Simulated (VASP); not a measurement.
Here is a VASP 6.6.1 calculation.

The input INCAR:

```
SYSTEM = Si2W
PREC = Accurate ; ENCUT = 520
EDIFF = 1E-6 ; ISMEAR = -1
SIGMA = 0.05 ; LREAL = .FALSE.
LASPH = .TRUE. ; NELM = 80
ALGO = Normal ; ISIF = 2
LWAVE = .FALSE. ; LCHARG = .TRUE.
LELF = .TRUE. ; LVHAR = .TRUE.
NBANDS = 18
```

Contents of KPOINTS:

```
regular mesh
0
G
  16 16 16
  0 0 0
```

POSCAR

```
Si2W
1.0
   -1.4105753504      1.4105753504      3.5458052548
    1.4105753504     -1.4105753504      3.5458052548
    1.4105753504      1.4105753504     -3.5458052548
Si W
2 1
Direct
    0.3303025174      0.3303025174      0.0000000000
    0.6696974826      0.6696974826      0.0000000000
    0.0000000000      0.0000000000      0.0000000000
```

Potentials or basis: VASP PAW LDA potentials, release 64 (Si, W_sv).

The run is started by

```bash
$ cat potpaw_LDA.64/Si/POTCAR potpaw_LDA.64/W_sv/POTCAR > POTCAR
$ mpirun -np 1 vasp_std > vasp.out
```

Task: Estimate the pressure.

Result: 163.8 GPa.

Task: What does it give for the band gap on the k mesh?

Result: Zero (bands 11 and 12 overlap by 2.18 eV).

Stress tensor (GPa, compression positive):
```
163.77   0.00   0.00
  0.00 163.77   0.00
  0.00   0.00 163.93
```

Caveat: the cell stands under pressure; spin-orbit coupling is left out, which moves the levels of the heavy elements.
